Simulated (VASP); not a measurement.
SrO, 2 atoms in the cell. Symmetry: I4mm, No. 107, tetragonal system. The conventional cell has a = 3.634 Å, b = 3.634 Å, c = 5.140 Å, α = 90.00°, β = 90.00°, γ = 90.00°. Within 3.4 Å of Sr (site symmetry 4mm) lie 6 O at 2.54 to 2.59 Å. Within 3.4 Å of O (site symmetry 4mm) lie 6 Sr at 2.54 to 2.59 Å.  This cell differs from its parent crystal: all Sr atoms moved +0.025 Å, as atom 1 towards its neighbour atom 2 (O) at 2.570 Å.

- Program: VASP 6.6.1
- Task: single point
- Functional: LDA
- Potentials or basis: VASP PAW LDA potentials, release 64 (Sr_sv, O)
- Cutoff: 520 eV
- k mesh: 8 × 8 × 8
- Occupations: gaussian, width 0.05 eV
- Spin: no spin polarisation
- Dipole correction: no
- Further INCAR settings: ALGO = Normal; EDIFF = 1e-07; NBANDS = 15

Potentials or basis: VASP PAW LDA potentials, release 64 (Sr_sv, O).

Command:

```bash
$ cat potpaw_LDA.64/Sr_sv/POTCAR potpaw_LDA.64/O/POTCAR > POTCAR
$ mpirun -np 1 vasp_std > vasp.out
```

Hardware: 1 thread of Intel(R) Xeon(R) Platinum 8559C (Emerald Rapids) (shared host).

Task: How long does it take, and how much memory?

Result: Wall time 15 s on 1 thread of Intel(R) Xeon(R) Platinum 8559C (Emerald Rapids) (shared host), peak memory 0.16 GiB. Counts: scf iterations 13, k points 59.
